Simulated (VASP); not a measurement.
# AgI (F-43m) in VASP: notebook

AgI is run at these levels: PBE; tasks: single point.

All numbers are computed with VASP 6.6.1; they aren't measurements. Logs are shortened: lines on timing, memory, paths and dates and some standing lists are left out, and cuts for length are marked.

### Step 1. The cell of the first run

Symmetry: F-43m, No. 216, cubic system. Conventional cell: a = 6.496 Å, b = 6.496 Å, c = 6.496 Å, α = 90.00°, β = 90.00°, γ = 90.00°. Ag (site symmetry -43m) has 4 I at 2.81 Å within 3.7 Å. Within 3.7 Å of I (site symmetry -43m) lie 4 Ag at 2.81 Å.

### Step 2. Single point, PBE (34.26 Å³/atom)

The input, INCAR:

```
SYSTEM = AgI
PREC = Accurate
ENCUT = 500
EDIFF = 1E-6
ISMEAR = 0
SIGMA = 0.02
LREAL = .False.
LASPH = .True.
NELM = 120
ALGO = Normal
ISIF = 2
LWAVE = .False.
LCHARG = .True.
GGA = PE
LELF = .True.
LVHAR = .True.
NBANDS = 16
GGA_COMPAT = .False.
```

The input, KPOINTS:

```
Automatic mesh
0
Gamma
  8 8 8
  0 0 0
```

The input, POSCAR:

```
AgI
1.0
    0.0000000000      3.2478523361      3.2478523361
    3.2478523361      0.0000000000      3.2478523361
    3.2478523361      3.2478523361      0.0000000000
Ag I
1 1
Direct
    0.0000000000      0.0000000000      0.0000000000
    0.2500000000      0.2500000000      0.2500000000
```

Potentials or basis: VASP PAW PBE potentials, release 64 (Ag, I).

The run is started by

```bash
> cat potpaw_PBE.64/Ag/POTCAR potpaw_PBE.64/I/POTCAR > POTCAR
> mpirun -np 1 vasp_std > vasp.out
```

OUTCAR:

```text
SYSTEM = AgI
   PREC = Accurate
   ENCUT = 500
   EDIFF = 1E-6
   ISMEAR = 0
   LREAL = .False.
   LASPH = .True.
   NELM = 120
   ISIF = 2
   GGA = PE

 ion  position               nearest neighbor table
   1  0.000  0.000  0.000-   2 2.81   2 2.81   2 2.81   2 2.81
   2  0.250  0.250  0.250-   1 2.81   1 2.81   1 2.81   1 2.81

  LATTYP: Found a face centered cubic cell.
 ALAT       =     6.4957046722

  Lattice vectors:

 A1 = (   0.0000000000,   3.2478523361,   3.2478523361)
 A2 = (   3.2478523361,   0.0000000000,   3.2478523361)
 A3 = (   3.2478523361,   3.2478523361,   0.0000000000)

Analysis of symmetry for initial positions (statically):
=====================================================================
 Subroutine PRICEL returns:
 Original cell was already a primitive cell.

 Routine SETGRP: Setting up the symmetry group for a
 face centered cubic supercell.

 Subroutine GETGRP returns: Found 24 space group operations
 (whereof 24 operations were pure point group operations)
 out of a pool of 48 trial point group operations.

The static configuration has the point symmetry T_d .

Analysis of symmetry for dynamics (positions and initial velocities):
=====================================================================
 Subroutine PRICEL returns:
 Original cell was already a primitive cell.

 Routine SETGRP: Setting up the symmetry group for a
 face centered cubic supercell.

 Subroutine GETGRP returns: Found 24 space group operations
 (whereof 24 operations were pure point group operations)
 out of a pool of 48 trial point group operations.

The dynamic configuration has the point symmetry T_d .

 Subroutine INISYM returns: Found 24 space group operations
 (whereof 24 operations are pure point group operations),
 and found     1 'primitive' translations

----------------------------------------------------------------------------------------

                                     Primitive cell

  volume of cell :      68.5202

  direct lattice vectors                    reciprocal lattice vectors
     0.000000000  3.247852336  3.247852336    -0.153947886  0.153947886  0.153947886
     3.247852336  0.000000000  3.247852336     0.153947886 -0.153947886  0.153947886
     3.247852336  3.247852336  0.000000000     0.153947886  0.153947886 -0.153947886

  length of vectors
     4.593156822  4.593156822  4.593156822     0.266645560  0.266645560  0.266645560

  position of ions in fractional coordinates (direct lattice)
     0.000000000  0.000000000  0.000000000
     0.250000000  0.250000000  0.250000000

  ion indices of the primitive-cell ions
   primitive index   ion index
                 1           1
                 2           2

----------------------------------------------------------------------------------------

 KPOINTS: Automatic mesh

Automatic generation of k-mesh.
 Grid dimensions read from file:
 generate k-points for:    8    8    8

 Generating k-lattice:

  Cartesian coordinates                     Fractional coordinates (reciprocal lattice)
    -0.019243486  0.019243486  0.019243486     0.125000000  0.000000000  0.000000000
     0.019243486 -0.019243486  0.019243486     0.000000000  0.125000000  0.000000000
     0.019243486  0.019243486 -0.019243486     0.000000000  0.000000000  0.125000000

  Length of vectors
     0.033330695  0.033330695  0.033330695

  Shift w.r.t. Gamma in fractional coordinates (k-lattice)
     0.000000000  0.000000000  0.000000000

 Subroutine IBZKPT returns following result:
 ===========================================

 Found     29 irreducible k-points:

 Following reciprocal coordinates:
            Coordinates               Weight
  0.000000  0.000000  0.000000      1.000000
  0.125000  0.000000  0.000000      8.000000
  0.250000  0.000000  0.000000      8.000000
  0.375000  0.000000  0.000000      8.000000
  0.500000  0.000000  0.000000      4.000000
  0.125000  0.125000  0.000000      6.000000
[... 16 lines left out ...]
  0.500000  0.250000  0.125000     48.000000
 -0.375000  0.250000  0.125000     24.000000
 [... further k-points ...]
   k-points           NKPTS =     29   k-points in BZ     NKDIM =     29   number of bands    NBANDS=     16
   number of dos      NEDOS =    301   number of ions     NIONS =      2
   total plane-waves  NPLWV =  46656
   dimension x,y,z NGX =    36 NGY =   36 NGZ =   36
   dimension x,y,z NGXF=    72 NGYF=   72 NGZF=   72
   ions per type =               1   1
   NGX,Y,Z   is equivalent  to a cutoff of  13.03, 13.03, 13.03 a.u.
   NGXF,Y,Z  is equivalent  to a cutoff of  26.06, 26.06, 26.06 a.u.
 SYSTEM =  AgI
   PREC   = accura    normal or accurate (medium, high low for compatibility)
   ISTART =      0    job   : 0-new  1-cont  2-samecut
   ICHARG =      2    charge: 1-file 2-atom 10-const
   ISPIN  =      1    spin polarized calculation?
   LNONCOLLINEAR =      F non collinear calculations
   LSORBIT =      F    spin-orbit coupling
   LASPH  =      T    aspherical Exc in radial PAW
   ENCUT  =  500.0 eV  36.75 Ry    6.06 a.u.   8.37  8.37  8.37*2*pi/ulx,y,z
   NELM   =    120;   NELMIN=  2; NELMDL= -5     # of ELM steps
   EDIFF  = 0.1E-05   stopping-criterion for ELM
   LREAL  =      F    real-space projection
   EDIFFG = 0.1E-04   stopping-criterion for IOM
   NSW    =      0    number of steps for IOM
   IBRION =     -1    ionic relax: 0-MD 1-quasi-New 2-CG
   NFREE  =      0    steps in history (QN), initial steepest desc. (CG)
   ISIF   =      2    stress and relaxation
   ISYM   =      2    0-nonsym 1-usesym 2-fastsym
   POTIM  = 0.5000    time-step for ionic-motion
   TEBEG  =    0.0;   TEEND  =   0.0 temperature during run
   PSTRESS=    0.0 pullay stress
   NELECT =      18.0000    total number of electrons
   NUPDOWN=      -1.0000    fix difference up-down
   EMIN   =  10.00;   EMAX   =-10.00  energy-range for DOS
   EFERMI =   0.00;   METHOD = LEGACY
   ISMEAR =     0;   SIGMA  =   0.02  broadening in eV -4-tet -1-fermi 0-gaus
   EFERMI_NEDOS =   21; number of points for ismear=-14 and -15
   IALGO  =     38    algorithm
   IMIX   =      4    mixing-type and parameters
     AMIX     =   0.40;   BMIX     =  1.00
     AMIX_MAG =   1.60;   BMIX_MAG =  1.00
  volume/ion in A,a.u.               =      34.26       231.20
  Fermi-wavevector in a.u.,A,eV,Ry     =   1.048478  1.981336 14.956973  1.099306
  Thomas-Fermi vector in A             =   2.183401
   LORBIT       =      0    0 simple, 1 ext, 2 COOP (PROOUT), +10 PAW based schemes
   GGA     = PE    functional components
   LHFCALC =     F    Hartree Fock is set to
   AEXX    =    0.0000 exact exchange contribution
   IVDW    =     0    specifies the selected vdW correction
   LEPSILON=     F    determine dielectric tensor
   LRPA    =     F    only Hartree local field effects (RPA)
 non-spin polarized calculation
 Gauss-broadening in eV      SIGMA  =   0.02
  energy-cutoff  :      500.00
  volume of cell :       68.52
 maximum number of plane-waves:      1807
 NGX is ok and might be reduce to    36
   NGX = 17   NGY = 17   NGZ = 17

 number of electron      17.9999999 magnetization

 Free energy of the ion-electron system (eV)
  ---------------------------------------------------
  ext. energy  EPLUGINS =         0.00000000
  ---------------------------------------------------
  free energy    TOTEN  =        -4.77001609 eV

  energy without entropy =       -4.77001609  energy(sigma->0) =       -4.77001609

 E-fermi :   3.2398     XC(G=0):  -8.4269

 val. band max:        3.1265172604   @ k =   0.0000   0.0000   0.0000
 cond. band min:       4.4688254857   @ k =   0.0000   0.0000   0.0000
 fundamental gap:      1.3423082253
 Fermi energy:         3.2398470821

 k-point     1 :       0.0000    0.0000    0.0000
  band No.  band energies     occupation
      1      -9.6758      2.00000
      2      -1.0893      2.00000
      3      -1.0893      2.00000
      4      -1.0893      2.00000
      5       0.0565      2.00000
      6       0.0565      2.00000
[... 8 lines left out ...]
     15      13.1640      0.00000
     16      13.1640      0.00000

 k-point     2 :       0.1250    0.0000    0.0000
  band No.  band energies     occupation
      1      -9.6354      2.00000
      2      -1.1115      2.00000
      3      -1.0623      2.00000
      4      -1.0623      2.00000
      5       0.0528      2.00000
      6       0.0528      2.00000
[... 8 lines left out ...]
     15      12.5805      0.00000
     16      12.7030      0.00000

 k-point     3 :       0.2500    0.0000    0.0000
  band No.  band energies     occupation
      1      -9.5350      2.00000
      2      -1.1336      2.00000
      3      -0.9989      2.00000
      4      -0.9989      2.00000
      5       0.0534      2.00000
      6       0.0534      2.00000
[... 8 lines left out ...]
     15      12.3710      0.00000
     16      12.5348      0.00000

 k-point     4 :       0.3750    0.0000    0.0000
  band No.  band energies     occupation
      1      -9.4303      2.00000
      2      -1.0792      2.00000
      3      -0.9399      2.00000
      4      -0.9399      2.00000
      5       0.0717      2.00000
      6       0.0717      2.00000
[... 8 lines left out ...]
     15      13.0750      0.00000
     16      13.0750      0.00000

 k-point     5 :       0.5000    0.0000    0.0000
  band No.  band energies     occupation
      1      -9.3856      2.00000
      2      -1.0055      2.00000
      3      -0.9174      2.00000
      4      -0.9174      2.00000
      5       0.0863      2.00000
      6       0.0863      2.00000
[... 8 lines left out ...]
     15      13.9784      0.00000
     16      13.9784      0.00000

 k-point     6 :       0.1250    0.1250    0.0000
  band No.  band energies     occupation
      1      -9.6219      2.00000
      2      -1.1446      2.00000
      3      -1.0391      2.00000
      4      -1.0391      2.00000
      5       0.0329      2.00000
      6       0.0690      2.00000
[... 8 lines left out ...]
     15      13.1404      0.00000
     16      13.2404      0.00000

 k-point     7 :       0.2500    0.1250    0.0000
  band No.  band energies     occupation
      1      -9.5414      2.00000
      2      -1.1797      2.00000
      3      -0.9812      2.00000
      4      -0.9728      2.00000
      5       0.0191      2.00000
      6       0.0795      2.00000
[... 8 lines left out ...]
     15      13.0827      0.00000
     16      13.6502      0.00000

 k-point     8 :       0.3750    0.1250    0.0000
  band No.  band energies     occupation
      1      -9.4376      2.00000
      2      -1.1373      2.00000
      3      -0.9213      2.00000
      4      -0.9054      2.00000
      5       0.0377      2.00000
      6       0.0916      2.00000
[... 8 lines left out ...]
     15      13.2978      0.00000
     16      13.5185      0.00000

 k-point     9 :       0.5000    0.1250    0.0000
  band No.  band energies     occupation
      1      -9.3722      2.00000
      2      -1.0156      2.00000
      3      -0.8870      2.00000
      4      -0.8777      2.00000
      5       0.0732      2.00000
      6       0.0897      2.00000
[... 8 lines left out ...]
     15      13.6379      0.00000
     16      14.0140      0.00000
[... 172 lines left out ...]
 k-point    19 :       0.5000    0.3750    0.0000
  band No.  band energies     occupation
      1      -9.3046      2.00000
      2      -1.3065      2.00000
      3      -0.6445      2.00000
      4      -0.6155      2.00000
      5       0.1256      2.00000
      6       0.1400      2.00000
[... 8 lines left out ...]
     15      14.1550      0.00000
     16      15.0702      0.00000

 k-point    20 :      -0.3750    0.3750    0.0000
  band No.  band energies     occupation
      1      -9.2978      2.00000
      2      -1.1605      2.00000
      3      -0.6952      2.00000
      4      -0.5770      2.00000
      5       0.0839      2.00000
      6       0.0892      2.00000
[... 8 lines left out ...]
     15      13.4980      0.00000
     16      15.8126      0.00000

 k-point    21 :       0.5000    0.5000    0.0000
  band No.  band energies     occupation
      1      -9.2900      2.00000
      2      -1.3734      2.00000
      3      -0.5841      2.00000
      4      -0.5841      2.00000
      5       0.1431      2.00000
      6       0.1771      2.00000
[... 8 lines left out ...]
     15      13.8723      0.00000
     16      14.9686      0.00000

 k-point    22 :       0.3750    0.2500    0.1250
  band No.  band energies     occupation
      1      -9.4590      2.00000
      2      -1.1877      2.00000
      3      -0.9154      2.00000
      4      -0.8967      2.00000
      5       0.0137      2.00000
      6       0.0960      2.00000
[... 8 lines left out ...]
     15      13.5613      0.00000
     16      14.7638      0.00000

 k-point    23 :       0.5000    0.2500    0.1250
  band No.  band energies     occupation
      1      -9.3741      2.00000
      2      -1.0874      2.00000
      3      -0.8927      2.00000
      4      -0.7999      2.00000
      5       0.0466      2.00000
      6       0.0894      2.00000
[... 8 lines left out ...]
     15      13.9998      0.00000
     16      14.4991      0.00000

 k-point    24 :      -0.3750    0.2500    0.1250
  band No.  band energies     occupation
      1      -9.3381      2.00000
      2      -0.9819      2.00000
      3      -0.9047      2.00000
      4      -0.7339      2.00000
      5       0.0214      2.00000
      6       0.1008      2.00000
[... 8 lines left out ...]
     15      13.8079      0.00000
     16      14.4418      0.00000

 [... further k-points ...]
[... 5 lines left out ...]
  --------------------------------------------------------------------------------------
  -------------------------------------------------------------------------------------
  Total        0.7701112      0.7701112      0.7701112      0.0000000      0.0000000      0.0000000
  in kB       18.0071589     18.0071589     18.0071589      0.0000000      0.0000000      0.0000000
  external PRESSURE =      18.0071589 kB  Pullay stress =       0.0000000 kB

 VOLUME and BASIS-vectors are now :
 -----------------------------------------------------------------------------
  energy-cutoff  :      500.00
  volume of cell :       68.52
      direct lattice vectors                 reciprocal lattice vectors
     0.000000000  3.247852336  3.247852336    -0.153947886  0.153947886  0.153947886
     3.247852336  0.000000000  3.247852336     0.153947886 -0.153947886  0.153947886
     3.247852336  3.247852336  0.000000000     0.153947886  0.153947886 -0.153947886

 POSITION                                       TOTAL-FORCE (eV/Angst)
 -----------------------------------------------------------------------------------
      0.00000      0.00000      0.00000        -0.000000     -0.000000     -0.000000
      1.62393      1.62393      1.62393         0.000000      0.000000      0.000000
 -----------------------------------------------------------------------------------
    total drift:                               -0.000000     -0.000000     -0.000000

  FREE ENERGIE OF THE ION-ELECTRON SYSTEM (eV)
  ---------------------------------------------------
  free  energy   TOTEN  =        -4.7700160946 eV

  energy  without entropy=       -4.7700160946  energy(sigma->0) =       -4.77001609
```

Wall time 13 s (1 thread of Intel Xeon 6975P-C (Granite Rapids), shared host); peak memory 0.21 GiB.

Results:

- Free energy: -4.7700 eV
- Pressure: 1.8 GPa
- Band gap on the k mesh: 1.34 eV

Levels at points of the mesh, in eV from the valence-band top:
```csv
k point,band 7,band 8,band 9,band 10,band 11,band 12
"(0.00, 0.00, 0.00)",0.00,0.00,0.00,1.34,5.75,5.75
"(0.50, 0.00, 0.00)",-2.93,-0.72,-0.72,2.76,6.23,6.23
"(0.50, 0.50, 0.00)",-2.60,-1.78,-1.78,3.62,3.85,8.50
```

Caveat: spin-orbit coupling is left out, which moves the levels of the heavy elements.

### Step 3. Single point, PBE (35.35 Å³/atom)

This run uses another cell than the first one, of 35.35 Å³/atom.

INCAR: that of step 2 with these lines changed.

```diff
@@ -12,6 +12,4 @@
 LWAVE = .False.
-LCHARG = .True.
+LCHARG = .False.
 GGA = PE
-LELF = .True.
-LVHAR = .True.
 NBANDS = 16
```

The input, KPOINTS:

```
regular mesh
0
Gamma
  8 8 8
  0 0 0
```

The input, POSCAR:

```
AgI
1.0
    0.0000000000      3.2820427680      3.2820427680
    3.2820427680      0.0000000000      3.2820427680
    3.2820427680      3.2820427680      0.0000000000
Ag I
1 1
Direct
    0.0000000000      0.0000000000      0.0000000000
    0.2500000000      0.2500000000      0.2500000000
```

Potentials or basis: VASP PAW PBE potentials, release 64 (Ag, I).

The run is started by

```bash
> cat potpaw_PBE.64/Ag/POTCAR potpaw_PBE.64/I/POTCAR > POTCAR
> mpirun -np 1 vasp_std > vasp.out
```

Wall time 12 s (1 thread of Intel Xeon 6975P-C (Granite Rapids), shared host); peak memory 0.22 GiB.

It converged, with:

| Quantity | Value |
| --- | --- |
| Free energy | -4.7874 eV |
| Pressure | 0.8 GPa |
| Band gap on the k mesh | 1.34 eV |

Levels at points of the mesh, in eV from the valence-band top:
```
           k point  band 7  band 8  band 9  band 10  band 11  band 12
(0.00, 0.00, 0.00)    0.00    0.00    0.00     1.34     5.81     5.81
(0.50, 0.00, 0.00)   -2.80   -0.68   -0.68     2.78     6.27     6.27
(0.50, 0.50, 0.00)   -2.48   -1.68   -1.68     3.71     3.86     8.40
```

Caveat: spin-orbit coupling is left out, which moves the levels of the heavy elements. A hybrid or GW would open this gap; PBE tends to underestimate it.

### Step 4. Single point, PBE

This run uses another cell than the first one, of 36.45 Å³/atom.

The input, INCAR:

```
SYSTEM = AgI
ALGO = Normal ; EDIFF = 1E-6
ENCUT = 500 ; GGA = PE
GGA_COMPAT = .False. ; ISIF = 2
ISMEAR = 0 ; LASPH = .True.
LCHARG = .False. ; LREAL = .False.
LWAVE = .False. ; NBANDS = 16
NELM = 120 ; PREC = Accurate
SIGMA = 0.02
```

The input, KPOINTS:

```
k-points
0
Gamma
  8 8 8
  0 0 0
```

The input, POSCAR:

```
AgI
1.0
    0.0000000000      3.3155353135      3.3155353135
    3.3155353135      0.0000000000      3.3155353135
    3.3155353135      3.3155353135      0.0000000000
Ag I
1 1
Direct
    0.0000000000      0.0000000000      0.0000000000
    0.2500000000      0.2500000000      0.2500000000
```

The run is started by

```bash
> cat potpaw_PBE.64/Ag/POTCAR potpaw_PBE.64/I/POTCAR > POTCAR
> mpirun -np 1 vasp_std > vasp.out
```

Run time: 12 s. Hardware: 1 thread of Intel Xeon 6975P-C (Granite Rapids), shared host; peak memory 0.21 GiB.

Results (log left out):

- Free energy: -4.7921 eV
- Pressure: -0.1 GPa
- Band gap on the k mesh: 1.35 eV

Levels at points of the mesh, in eV from the valence-band top:
| k point | band 7 | band 8 | band 9 | band 10 | band 11 | band 12 |
| --- | --- | --- | --- | --- | --- | --- |
| (0.00, 0.00, 0.00) | 0.00 | 0.00 | 0.00 | 1.35 | 5.86 | 5.86 |
| (0.50, 0.00, 0.00) | -2.69 | -0.64 | -0.64 | 2.79 | 6.31 | 6.31 |
| (0.50, 0.50, 0.00) | -2.38 | -1.59 | -1.59 | 3.79 | 3.86 | 8.31 |

Caveat: spin-orbit coupling is left out, which moves the levels of the heavy elements.

(Part 1 of 2 ends here.)
